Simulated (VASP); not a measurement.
Zn4SiGe3P8, 64 atoms in the cell. The typed cell holds 64 atoms: a = 10.812 Å, b = 10.814 Å, c = 10.640 Å, α = 90.00°, β = 90.00°, γ = 90.00°. 

* Program: VASP 6.6.1
* Task: single point
* Functional: PBEsol
* Potentials or basis: VASP PAW PBE potentials, release 64 (Zn, Ge_d, Si, P)
* Cutoff: 550 eV
* k mesh: 1 × 1 × 1, shifted
* Occupations: fermi-dirac, width 0.05 eV
* Spin: no spin polarisation
* Dipole correction: no
* Further INCAR settings: LREAL = Auto; ALGO = Normal; EDIFF = 1e-06; NBANDS = 306; ISYM = -1

Potentials or basis: VASP PAW PBE potentials, release 64 (Zn, Ge_d, Si, P).

The run is started by

```bash
$ cat potpaw_PBE.64/Zn/POTCAR potpaw_PBE.64/Ge_d/POTCAR potpaw_PBE.64/Si/POTCAR potpaw_PBE.64/P/POTCAR > POTCAR
$ mpirun -np 1 vasp_std > vasp.out
```

Hardware: 1 thread of Intel(R) Xeon(R) 6975P-C (Granite Rapids), on a shared host.

Q: How long does it take, and how much memory?

A: Wall time 9.8 min on 1 thread of Intel(R) Xeon(R) 6975P-C (Granite Rapids), on a shared host, peak memory 1.2 GiB. Counts: scf iterations 18, k points 1.
